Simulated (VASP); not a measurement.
Input of a VASP 6.6.1 run:

The input INCAR:

```
PREC = Accurate
ENCUT = 600
EDIFF = 1E-6
ISMEAR = 0
SIGMA = 0.1
LREAL = F
LASPH = T
NELM = 100
ALGO = Normal
ISIF = 3
LWAVE = F
LCHARG = F
GGA = PS
IBRION = 2
NSW = 100
EDIFFG = -0.05
```

The input KPOINTS:

```
regular mesh
0
Gamma
  8 8 8
```

Contents of POSCAR:

```
WC
1.0
    0.0000000000      2.1926840000      2.1926840000
    2.1926840000      0.0000000000      2.1926840000
    2.1926840000      2.1926840000      0.0000000000
W C
1 1
Direct
    0.0000000000      0.0000000000      0.0000000000
    0.5000000000      0.5000000000      0.5000000000
```

Potentials or basis: VASP PAW PBE potentials, release 64 (W_sv, C).

Command:

```sh
$ cat potpaw_PBE.64/W_sv/POTCAR potpaw_PBE.64/C/POTCAR > POTCAR
$ mpirun -np 1 vasp_std > vasp.out
```

(1) Estimate the relaxed cell.

(2) What does it give for the relaxed volume?

(3) Predict the space group after relaxing (to 0.05 Å).

## Answers

(1) a = 3.077 Å, b = 3.077 Å, c = 3.077 Å, α = 60.00°, β = 60.00°, γ = 60.00°.

(2) 10.30 Å³/atom.

(3) Fm-3m (No. 225).

Caveat: the PAW data sets were made with another functional, which shifts forces and pressure a little.
